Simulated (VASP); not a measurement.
Write the native input for VASP 6.6.1 that does the following.

```yaml
Task: electric field gradients
Functional: PBEsol
Potentials_or_basis: VASP PAW PBE potentials, release 64 (Na_pv, H)
Cutoff: 520 eV
k_mesh: 9 × 9 × 9
Occupations: fermi-dirac, width 0.03 eV
Spin: no spin polarisation
Dipole_correction: no
Further_INCAR_settings: ALGO = Normal; EDIFF = 1e-08; NBANDS = 11
```

The structure of NaH lies in POSCAR:

```
NaH
1.0
    0.0000000000      2.4721089453      2.4721089453
    2.4721089453      0.0000000000      2.4721089453
    2.4721089453      2.4721089453      0.0000000000
Na H
1 1
Direct
    0.0000000000      0.0000000000      0.0000000000
    0.5000000000      0.5000000000      0.5000000000
```

The input as run:

INCAR

```
SYSTEM = NaH
PREC = Accurate ; ENCUT = 520
EDIFF = 1E-8 ; ISMEAR = -1
SIGMA = 0.03 ; LREAL = .False.
LASPH = .True. ; NELM = 60
ALGO = Normal ; ISIF = 2
LWAVE = .False. ; LCHARG = .False.
GGA = PS ; LEFG = .True.
NBANDS = 11
```

KPOINTS

```
Automatic mesh
0
Gamma
  9 9 9
  0 0 0
```

Potentials or basis: VASP PAW PBE potentials, release 64 (Na_pv, H).

Run with:

```sh
$ cat potpaw_PBE.64/Na_pv/POTCAR potpaw_PBE.64/H/POTCAR > POTCAR
$ mpirun -np 1 vasp_std > vasp.out
```

Results of the run:

```yaml
Pressure: -1.9 GPa
Band_gap_on_the_k_mesh: 3.75 eV (least direct gap 4.46 eV)
Largest_electric_field_gradient_by_atom: zero within the noise of the run
```

Caveat: the PAW data sets were made with another functional, which shifts forces and pressure a little; an odd mesh through Γ misses points on the zone boundary, where band edges can lie.

Run time: 19 s on 1 thread of Intel Xeon 8259CL, on a shared host, peak memory 0.15 GiB.
